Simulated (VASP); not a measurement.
A run of VASP 6.6.1 is set up as follows.

File POSCAR:

```
PbSe
1.0
    0.0000000000      3.0621500000      3.0621500000
    3.0621500000      0.0000000000      3.0621500000
    3.0621500000      3.0621500000      0.0000000000
Pb Se
1 1
Direct
    0.0000000000      0.0000000000      0.0000000000
    0.4673432066      0.4673432066      0.5326567934
```

File INCAR.step1:

```
PREC     = Accurate       # precision mode
ENCUT    = 520            # plane-wave cutoff, eV
ISMEAR   = 0              # smearing method
SIGMA    = 0.05           # smearing width, eV
LREAL    = F              # projectors in reciprocal space
LASPH    = T              # aspherical terms in the spheres
NELM     = 100            # most SCF steps
NBANDS   = 17             # bands
GGA      = PE             # functional
ALGO     = Normal         # electronic algorithm
EDIFF    = 1E-4           # SCF threshold, eV
LWAVE    = T              # write WAVECAR
LCHARG   = F              # write CHGCAR
```

Contents of INCAR.step2:

```
PREC     = Accurate       # precision mode
ENCUT    = 520            # plane-wave cutoff, eV
EDIFF    = 1E-6           # SCF threshold, eV
ISMEAR   = 0              # smearing method
SIGMA    = 0.05           # smearing width, eV
LREAL    = F              # projectors in reciprocal space
LASPH    = T              # aspherical terms in the spheres
NELM     = 100            # most SCF steps
ALGO     = Normal         # electronic algorithm
ISIF     = 2              # what is computed and relaxed
LWAVE    = F              # write WAVECAR
LCHARG   = F              # write CHGCAR
METAGGA  = R2SCAN         # meta-GGA
LMIXTAU  = T            
NBANDS   = 17             # bands
ISTART   = 1
```

Contents of KPOINTS:

```
Automatic mesh
0
Gamma
  10 10 10
```

Potentials or basis: VASP PAW PBE potentials, release 64 (Pb_d, Se).

Launch:

```console
$ cat potpaw_PBE.64/Pb_d/POTCAR potpaw_PBE.64/Se/POTCAR > POTCAR
$ cp INCAR.step1 INCAR
$ mpirun -np 1 vasp_std > vasp.out
$ cp INCAR.step2 INCAR
$ mpirun -np 1 vasp_std > vasp.out
```

Question: What does it give for the band gap on the k mesh?

Answer: 0.86 eV.

Question: What does it give for the largest force?

Answer: 0.209 eV/Å.

Question: What does it give for the pressure?

Answer: 2.0 GPa.

Stress tensor (GPa, compression positive):
```
1.49 0.00 0.00
0.00 1.49 0.00
0.00 0.00 3.13
```

Caveat: the cell differs from its parent crystal (atom 2 (Se) moved by (+0.000, -0.200) A along [1 1 0] and z); the PAW data sets were made with another functional, which shifts forces and pressure a little; spin-orbit coupling is left out, which moves the levels of the heavy elements. A k mesh can miss the band edges.
